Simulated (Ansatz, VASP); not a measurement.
## One calculation of MgO, two programs

Contents of INCAR:

```
PREC = Accurate
ENCUT = 750
EDIFF = 1E-7
ISMEAR = 0
SIGMA = 0.02
LREAL = F
LASPH = T
NELM = 120
ALGO = Normal
ISIF = 3
LWAVE = F
LCHARG = F
GGA = CA
IBRION = 2
NSW = 100
EDIFFG = -0.005
GGA_COMPAT = F
NELMIN = 4
```

The input KPOINTS:

```
Automatic mesh
0
Gamma
  10 10 10
```

The input POSCAR:

```
MgO
1.0
    0.0000000000      2.1085000000      2.1085000000
    2.1085000000      0.0000000000      2.1085000000
    2.1085000000      2.1085000000      0.0000000000
Mg O
1 1
Direct
    0.0000000000      0.0000000000      0.0000000000
    0.5000000000      0.5000000000      0.5000000000
```

Input for Ansatz:

```yaml
crystal:
  lattice:
    - [0.0, 2.1085, 2.1085]
    - [2.1085, 0.0, 2.1085]
    - [2.1085, 2.1085, 0.0]
  atoms:
    - { symbol: Mg, position: [0.0, 0.0, 0.0] }
    - { symbol: O, position: [0.5, 0.5, 0.5] }
basis:
  ecutwfc: 420
kpoints:
  mp_grid: { grid: [10, 10, 10] }
hamiltonian:
  xc: lda
scf:
  occupations: { method: gaussian, width: 0.02 }
output:
  forces: true
  stress: true
  eigenvalues: true
  write_density: true
  write_potential: true
  elf: true
  volumetric_format: npy
relax:
  adjacent_minimum: "off"
  f_tol: 0.005
  max_steps: 80
  cell: { stress_tol: 0.05 }
```

Alike in both runs: task relaxation of cell and atoms; functional LDA; k mesh 10 × 10 × 10; occupations gaussian, width 0.02 eV; no spin polarisation.

|  | VASP | Ansatz |
| --- | --- | --- |
| version | VASP 6.6.1 | Ansatz 0.2.0 |
| potentials or method | VASP PAW LDA potentials, release 64 (Mg_sv, O), cutoff 750 eV | scalar-relativistic, plane waves, PAW |
| valence electrons in the cell | 16 | 16 |

```csv
,VASP,Ansatz,Ansatz less VASP
"gap on the k mesh at the Fermi level, each at its own relaxed structure (eV)",5.03,5.03,0.000
relaxed volume (Å³/atom),9.01,8.99,-0.012
relaxed cell length with the largest relative difference (Å),2.942,2.941,-0.0013
```

LDA's correlation is that of Perdew and Zunger in VASP and of Perdew and Wang (1992) in Ansatz.
